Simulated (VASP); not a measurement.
# Nb16O (a cell with a defect) in VASP: single point with PBE

Aim: the single point of Nb16O (a cell with a defect) with PBE.

All numbers are computed with VASP 6.6.1; they aren't measurements. Logs are shortened: lines on timing, memory, paths and dates and some standing lists are left out, and cuts for length are marked.

## 1. The cell of the first run

The cell holds a defect, 17 atoms: a = 6.600 Å, b = 6.600 Å, c = 6.600 Å, α = 90.00°, β = 90.00°, γ = 90.00°.

## 2. Single point, PBE

The input, INCAR:

```
SYSTEM = Nb16O
ALGO     = Normal         ! electronic algorithm
EDIFF    = 1E-6           ! SCF threshold, eV
ENCUT    = 520            ! plane-wave cutoff, eV
GGA      = PE             ! functional
ISIF     = 2              ! what is computed and relaxed
ISMEAR   = 0              ! smearing method
LASPH    = .TRUE.         ! aspherical terms in the spheres
LCHARG   = .FALSE.        ! write CHGCAR
LREAL    = Auto         
LWAVE    = .FALSE.        ! write WAVECAR
NBANDS   = 121            ! bands
NELM     = 80             ! most SCF steps
PREC     = Accurate       ! precision mode
SIGMA    = 0.05           ! smearing width, eV
```

The input, KPOINTS:

```
k-points
0
G
  3 3 3
  0 0 0
```

The input, POSCAR:

```
Nb16O
1.0
    6.6000000000      0.0000000000      0.0000000000
    0.0000000000      6.6000000000      0.0000000000
    0.0000000000      0.0000000000      6.6000000000
Nb O
16 1
Direct
    0.0002014932     -0.0000598782     -0.0070211931
    0.4986235994     -0.0000551513     -0.0070151532
    0.0439484489      0.4999641664     -0.0070406669
   -0.0053422662     -0.0000255952      0.4929534949
    0.2493816269      0.2433196658      0.2495900287
    0.4547535701      0.4999716384     -0.0071365547
    0.5041804090     -0.0000285555      0.4929842773
    0.7493788011      0.2507675637      0.2421381123
    0.0002066521      0.4999557327      0.4929676782
    0.2493860194      0.7565986751      0.2495923577
    0.2494012736      0.2432748490      0.7362729651
    0.4986184763      0.4999543278      0.4929344430
    0.7493817650      0.7491326178      0.2421407530
    0.7493959536      0.2507612195      0.7437658294
    0.2494059137      0.7566721153      0.7362425317
    0.7493984292      0.7491666076      0.7437356361
    0.7493480347      0.4999746011      0.9929902605
```

Potentials or basis: VASP PAW PBE potentials, release 64 (Nb_sv, O).

The run is started by

```sh
$ cat potpaw_PBE.64/Nb_sv/POTCAR potpaw_PBE.64/O/POTCAR > POTCAR
$ mpirun -np 1 vasp_std > vasp.out
```

OUTCAR:

```text
SYSTEM = Nb16O
   EDIFF = 1E-6
   ENCUT = 520
   GGA = PE
   ISIF = 2
   ISMEAR = 0
   LASPH = .TRUE.
   LREAL = Auto
   NELM = 80
   PREC = Accurate

 ion  position               nearest neighbor table
   1  0.000  1.000  0.993-  10 2.86   5 2.86  15 2.86  11 2.86  13 2.86   8 2.86  16 2.86  14 2.86

   2  0.499  1.000  0.993-  10 2.86   5 2.86  15 2.86  11 2.86  13 2.86   8 2.86  16 2.86  14 2.86

   3  0.044  0.500  0.993-  17 1.94   6 2.71  10 2.75   5 2.75  11 2.75  15 2.75  13 3.03   8 3.03
                            14 3.03  16 3.03
   4  0.995  1.000  0.493-  15 2.83  11 2.83   5 2.83  10 2.83  16 2.85  14 2.85   8 2.85  13 2.85

   5  0.249  0.243  0.250-   3 2.75   6 2.75   4 2.83   7 2.83   1 2.86   9 2.86  12 2.86   2 2.86

   6  0.455  0.500  0.993-  17 1.94   3 2.71  11 2.75  15 2.75  10 2.75   5 2.75  14 3.03  16 3.03
                            13 3.03   8 3.03
   7  0.504  1.000  0.493-  15 2.83  11 2.83   5 2.83  10 2.83  16 2.85  14 2.85   8 2.85  13 2.85

   8  0.749  0.251  0.242-  17 2.33   7 2.85   4 2.85   2 2.86  12 2.86   1 2.86   9 2.86   3 3.03
                             6 3.03
   9  0.000  0.500  0.493-  11 2.86   5 2.86  15 2.86  10 2.86  16 2.86  14 2.86  13 2.86   8 2.86

  10  0.249  0.757  0.250-   3 2.75   6 2.75   4 2.83   7 2.83   1 2.86   2 2.86   9 2.86  12 2.86

  11  0.249  0.243  0.736-   6 2.75   3 2.75   4 2.83   7 2.83   9 2.86  12 2.86   1 2.86   2 2.86

  12  0.499  0.500  0.493-   5 2.86  10 2.86  11 2.86  15 2.86  13 2.86   8 2.86  16 2.86  14 2.86

  13  0.749  0.749  0.242-  17 2.33   7 2.85   4 2.85   2 2.86  12 2.86   1 2.86   9 2.86   3 3.03
                             6 3.03
  14  0.749  0.251  0.744-  17 2.33   7 2.85   4 2.85  12 2.86   9 2.86   2 2.86   1 2.86   3 3.03
                             6 3.03
  15  0.249  0.757  0.736-   6 2.75   3 2.75   7 2.83   4 2.83   9 2.86   1 2.86   2 2.86  12 2.86

  16  0.749  0.749  0.744-  17 2.33   7 2.85   4 2.85   9 2.86  12 2.86   2 2.86   1 2.86   3 3.03
                             6 3.03
  17  0.749  0.500  0.993-   6 1.94   3 1.94  13 2.33   8 2.33  14 2.33  16 2.33

  LATTYP: Found a simple cubic cell.
 ALAT       =     6.6000000000

  Lattice vectors:

 A1 = (   6.6000000000,   0.0000000000,   0.0000000000)
 A2 = (   0.0000000000,   6.6000000000,   0.0000000000)
 A3 = (   0.0000000000,   0.0000000000,   6.6000000000)

Analysis of symmetry for initial positions (statically):
=====================================================================
 Subroutine PRICEL returns:
 Original cell was already a primitive cell.

 Routine SETGRP: Setting up the symmetry group for a
 simple cubic supercell.

 Subroutine GETGRP returns: Found  1 space group operations
 (whereof  1 operations were pure point group operations)
 out of a pool of 48 trial point group operations.

The static configuration has the point symmetry C_1 .

Analysis of symmetry for dynamics (positions and initial velocities):
=====================================================================
 Subroutine PRICEL returns:
 Original cell was already a primitive cell.

 Routine SETGRP: Setting up the symmetry group for a
 simple cubic supercell.

 Subroutine GETGRP returns: Found  1 space group operations
 (whereof  1 operations were pure point group operations)
 out of a pool of 48 trial point group operations.

The dynamic configuration has the point symmetry C_1 .

 Subroutine INISYM returns: Found  1 space group operations
 (whereof  1 operations are pure point group operations),
 and found     1 'primitive' translations

----------------------------------------------------------------------------------------

                                     Primitive cell

  volume of cell :     287.4960

  direct lattice vectors                    reciprocal lattice vectors
     6.600000000  0.000000000  0.000000000     0.151515152  0.000000000  0.000000000
     0.000000000  6.600000000  0.000000000     0.000000000  0.151515152  0.000000000
     0.000000000  0.000000000  6.600000000     0.000000000  0.000000000  0.151515152

  length of vectors
     6.600000000  6.600000000  6.600000000     0.151515152  0.151515152  0.151515152

  position of ions in fractional coordinates (direct lattice)
     0.000201493  0.999940122  0.992978807
     0.498623599  0.999944849  0.992984847
     0.043948449  0.499964166  0.992959333
     0.994657734  0.999974405  0.492953495
     0.249381627  0.243319666  0.249590029
     0.454753570  0.499971638  0.992863445
[... 9 lines left out ...]
     0.749398429  0.749166608  0.743735636
     0.749348035  0.499974601  0.992990261

  ion indices of the primitive-cell ions
   primitive index   ion index
                 1           1
                 2           2
                 3           3
                 4           4
                 5           5
                 6           6
[... 9 lines left out ...]
                16          16
                17          17

----------------------------------------------------------------------------------------

 KPOINTS: k-points

Automatic generation of k-mesh.
 Grid dimensions read from file:
 generate k-points for:    3    3    3

 Generating k-lattice:

  Cartesian coordinates                     Fractional coordinates (reciprocal lattice)
     0.050505051  0.000000000  0.000000000     0.333333333  0.000000000  0.000000000
     0.000000000  0.050505051  0.000000000     0.000000000  0.333333333  0.000000000
     0.000000000  0.000000000  0.050505051     0.000000000  0.000000000  0.333333333

  Length of vectors
     0.050505051  0.050505051  0.050505051

  Shift w.r.t. Gamma in fractional coordinates (k-lattice)
     0.000000000  0.000000000  0.000000000

 Subroutine IBZKPT returns following result:
 ===========================================

 Found     14 irreducible k-points:

 Following reciprocal coordinates:
            Coordinates               Weight
  0.000000  0.000000  0.000000      1.000000
  0.333333  0.000000  0.000000      2.000000
  0.000000  0.333333  0.000000      2.000000
  0.000000  0.000000  0.333333      2.000000
  0.333333  0.333333  0.000000      2.000000
  0.000000  0.333333  0.333333      2.000000
  0.333333  0.000000  0.333333      2.000000
 -0.333333  0.333333  0.000000      2.000000
 -0.333333  0.000000  0.333333      2.000000
  0.000000 -0.333333  0.333333      2.000000
  0.333333  0.333333  0.333333      2.000000
 -0.333333  0.333333  0.333333      2.000000
 -0.333333 -0.333333  0.333333      2.000000
  0.333333 -0.333333  0.333333      2.000000
   k-points           NKPTS =     14   k-points in BZ     NKDIM =     14   number of bands    NBANDS=    121
   number of dos      NEDOS =    301   number of ions     NIONS =     17
   total plane-waves  NPLWV = 125000
   dimension x,y,z NGX =    50 NGY =   50 NGZ =   50
   dimension x,y,z NGXF=   100 NGYF=  100 NGZF=  100
   ions per type =              16   1
   NGX,Y,Z   is equivalent  to a cutoff of  12.59, 12.59, 12.59 a.u.
   NGXF,Y,Z  is equivalent  to a cutoff of  25.19, 25.19, 25.19 a.u.
 SYSTEM =  Nb16O
   PREC   = accura    normal or accurate (medium, high low for compatibility)
   ISTART =      0    job   : 0-new  1-cont  2-samecut
   ICHARG =      2    charge: 1-file 2-atom 10-const
   ISPIN  =      1    spin polarized calculation?
   LNONCOLLINEAR =      F non collinear calculations
   LSORBIT =      F    spin-orbit coupling
   LASPH  =      T    aspherical Exc in radial PAW
   ENCUT  =  520.0 eV  38.22 Ry    6.18 a.u.  12.27 12.27 12.27*2*pi/ulx,y,z
   NELM   =     80;   NELMIN=  2; NELMDL= -5     # of ELM steps
   EDIFF  = 0.1E-05   stopping-criterion for ELM
   LREAL  =      T    real-space projection
   EDIFFG = 0.1E-04   stopping-criterion for IOM
   NSW    =      0    number of steps for IOM
   IBRION =     -1    ionic relax: 0-MD 1-quasi-New 2-CG
   NFREE  =      0    steps in history (QN), initial steepest desc. (CG)
   ISIF   =      2    stress and relaxation
   ISYM   =      2    0-nonsym 1-usesym 2-fastsym
   POTIM  = 0.5000    time-step for ionic-motion
   TEBEG  =    0.0;   TEEND  =   0.0 temperature during run
   PSTRESS=    0.0 pullay stress
   NELECT =     214.0000    total number of electrons
   NUPDOWN=      -1.0000    fix difference up-down
   EMIN   =  10.00;   EMAX   =-10.00  energy-range for DOS
   EFERMI =   0.00;   METHOD = LEGACY
   ISMEAR =     0;   SIGMA  =   0.05  broadening in eV -4-tet -1-fermi 0-gaus
   EFERMI_NEDOS =   21; number of points for ismear=-14 and -15
   IALGO  =     38    algorithm
   IMIX   =      4    mixing-type and parameters
     AMIX     =   0.40;   BMIX     =  1.00
     AMIX_MAG =   1.60;   BMIX_MAG =  1.00
  volume/ion in A,a.u.               =      16.91       114.12
  Fermi-wavevector in a.u.,A,eV,Ry     =   1.483664  2.803718 29.949935  2.201258
  Thomas-Fermi vector in A             =   2.597297
   LORBIT       =      0    0 simple, 1 ext, 2 COOP (PROOUT), +10 PAW based schemes
   GGA     = PE    functional components
   LHFCALC =     F    Hartree Fock is set to
   AEXX    =    0.0000 exact exchange contribution
   IVDW    =     0    specifies the selected vdW correction
   LEPSILON=     F    determine dielectric tensor
   LRPA    =     F    only Hartree local field effects (RPA)
 non-spin polarized calculation
 Gauss-broadening in eV      SIGMA  =   0.05
  energy-cutoff  :      520.00
  volume of cell :      287.50
 maximum number of plane-waves:      7809
 NGX is ok and might be reduce to    50
   NGX = 25   NGY = 25   NGZ = 25

 number of electron     214.0000010 magnetization

 Free energy of the ion-electron system (eV)
  ---------------------------------------------------
  ext. energy  EPLUGINS =         0.00000000
  ---------------------------------------------------
  free energy    TOTEN  =      -171.66778671 eV

  energy without entropy =     -171.65438343  energy(sigma->0) =     -171.66108507

 E-fermi :  11.6019     XC(G=0): -12.6248

 val. band max:       11.5755296732   @ k =   0.0000   0.3333   0.0000
 cond. band min:      11.6100055486   @ k =   0.0000   0.0000   0.0000
 fundamental gap:      0.0344758754
 Fermi energy:        11.6018759017

 k-point     1 :       0.0000    0.0000    0.0000
  band No.  band energies     occupation
      1     -43.0049      2.00000
      2     -42.8923      2.00000
      3     -42.8853      2.00000
      4     -42.8852      2.00000
      5     -42.8648      2.00000
      6     -42.8098      2.00000
[... 111 lines left out ...]
    118      13.5563      0.00000
    119      13.6246      0.00000

 k-point     2 :       0.3333    0.0000    0.0000
  band No.  band energies     occupation
      1     -42.9817      2.00000
      2     -42.9229      2.00000
      3     -42.8851      2.00000
      4     -42.8851      2.00000
      5     -42.8646      2.00000
      6     -42.8021      2.00000
[... 1459 lines left out ...]
      2     -42.9188      2.00000
      3     -42.8995      2.00000
      4     -42.8932      2.00000
      5     -42.8792      2.00000
      6     -42.7971      2.00000
[... 111 lines left out ...]
    118      13.7267      0.00000
    119      13.8504      0.00000
 [bands above 119 left out]

------------------------ aborting loop because EDIFF is reached ----------------------------------------

  FORCE on cell =-STRESS in cart. coord.  units (eV):
  Direction    XX          YY          ZZ          XY          YZ          ZX
  --------------------------------------------------------------------------------------
  -------------------------------------------------------------------------------------
  Total       21.2121576      6.9630802      6.9774856      0.0001018      0.0013949     -0.0022918
  in kB      118.2125594     38.8043286     38.8846079      0.0005673      0.0077736     -0.0127717
  external PRESSURE =      65.3004986 kB  Pullay stress =       0.0000000 kB

 VOLUME and BASIS-vectors are now :
 -----------------------------------------------------------------------------
  energy-cutoff  :      520.00
  volume of cell :      287.50
      direct lattice vectors                 reciprocal lattice vectors
     6.600000000  0.000000000  0.000000000     0.151515152  0.000000000  0.000000000
     0.000000000  6.600000000  0.000000000     0.000000000  0.151515152  0.000000000
     0.000000000  0.000000000  6.600000000     0.000000000  0.000000000  0.151515152

 POSITION                                       TOTAL-FORCE (eV/Angst)
 -----------------------------------------------------------------------------------
      0.00133      6.59960      6.55366         0.002248      0.001150     -0.000688
      3.29092      6.59964      6.55370        -0.007588      0.000700     -0.002842
      0.29006      3.29976      6.55353        -0.018880      0.000225     -0.002892
      6.56474      6.59983      3.25349        -0.004177     -0.000667     -0.000784
      1.64592      1.60591      1.64729         0.001838     -0.000123      0.000749
      3.00137      3.29981      6.55290         0.022706     -0.000478      0.003244
[... 9 lines left out ...]
      4.94603      4.94450      4.90866         0.001146     -0.000325      0.000776
      4.94570      3.29983      6.55374         0.000811     -0.000451      0.000161
 -----------------------------------------------------------------------------------
    total drift:                                0.002052      0.000985     -0.003805

  FREE ENERGIE OF THE ION-ELECTRON SYSTEM (eV)
  ---------------------------------------------------
  free  energy   TOTEN  =      -171.6677867112 eV

  energy  without entropy=     -171.6543834298  energy(sigma->0) =     -171.66108507
```

Run time: 24 min. Hardware: 1 thread of AMD EPYC 9R45 (Zen 5), shared host; peak memory 0.48 GiB.

What came out:

| Quantity | Value |
| --- | --- |
| Free energy | -171.6678 eV |
| Pressure | 6.5 GPa |
| Largest force | 0.023 eV/Å |
| Band gap on the k mesh | zero (band 107 reaches 12.26 eV, above the bottom of band 108 at 11.14 eV) |

Forces in eV/Å, atoms in the order of the input:
```
Nb   0.002  0.001 -0.001
Nb  -0.008  0.001 -0.003
Nb  -0.019  0.000 -0.003
Nb  -0.004 -0.001 -0.001
Nb   0.002  0.000  0.001
Nb   0.023  0.000  0.003
Nb   0.002  0.000 -0.004
Nb   0.002 -0.001  0.002
Nb   0.002  0.001 -0.003
Nb   0.002  0.000  0.001
Nb   0.000  0.004  0.003
Nb  -0.007  0.001 -0.001
Nb   0.002  0.002  0.002
Nb   0.001  0.000 -0.001
Nb  -0.001 -0.006  0.005
Nb   0.001  0.000  0.001
O    0.001  0.000  0.000
```
